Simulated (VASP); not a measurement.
A run of VASP 6.6.1 is set up as follows.

The input INCAR:

```
ALGO     = Normal         # electronic algorithm
EDIFF    = 1E-6           # SCF threshold, eV
ENCUT    = 520            # plane-wave cutoff, eV
GGA      = PE             # functional
ISIF     = 2              # what is computed and relaxed
ISMEAR   = 0              # smearing method
LASPH    = True           # aspherical terms in the spheres
LCHARG   = False          # write CHGCAR
LREAL    = False          # projectors in reciprocal space
LWAVE    = False          # write WAVECAR
NBANDS   = 50             # bands
NELM     = 60             # most SCF steps
PREC     = Accurate       # precision mode
SIGMA    = 0.1            # smearing width, eV
```

File KPOINTS:

```
k-points
0
Gamma
  6 6 4
```

File POSCAR:

```
Ga3H
1.0
    5.8520942612      0.0000000000      0.0000000000
   -2.9260471306      5.0680622955      0.0000000000
    0.0000000000      0.0000000000      4.2755949876
Ga H
6 2
Direct
    0.8229174137      0.6458348273      0.2500000000
    0.1770825863      0.8229174137      0.7500000000
    0.3541651727      0.1770825863      0.2500000000
    0.1770825863      0.3541651727      0.7500000000
    0.8229174137      0.1770825863      0.2500000000
    0.6458348273      0.8229174137      0.7500000000
    0.3333333333      0.6666666667      0.2500000000
    0.6666666667      0.3333333333      0.7500000000
```

Potentials or basis: VASP PAW PBE potentials, release 64 (Ga_d, H).

Run with:

```sh
$ cat potpaw_PBE.64/Ga_d/POTCAR potpaw_PBE.64/H/POTCAR > POTCAR
$ mpirun -np 1 vasp_std > vasp.out
```

**Question.** What does it give for the pressure?

**Answer.** 0.1 GPa.

**Question.** Predict the band gap on the k mesh.

**Answer.** Zero (band 40 reaches 5.79 eV, above the bottom of band 41 at 2.80 eV).

**Question.** What does it give for the largest force?

**Answer.** 0.003 eV/Å.

Stress tensor (GPa, compression positive):
```
0.04 0.00 0.00
0.00 0.04 0.00
0.00 0.00 0.15
```

Caveat: the k points lie up to 0.37 Å⁻¹ apart.
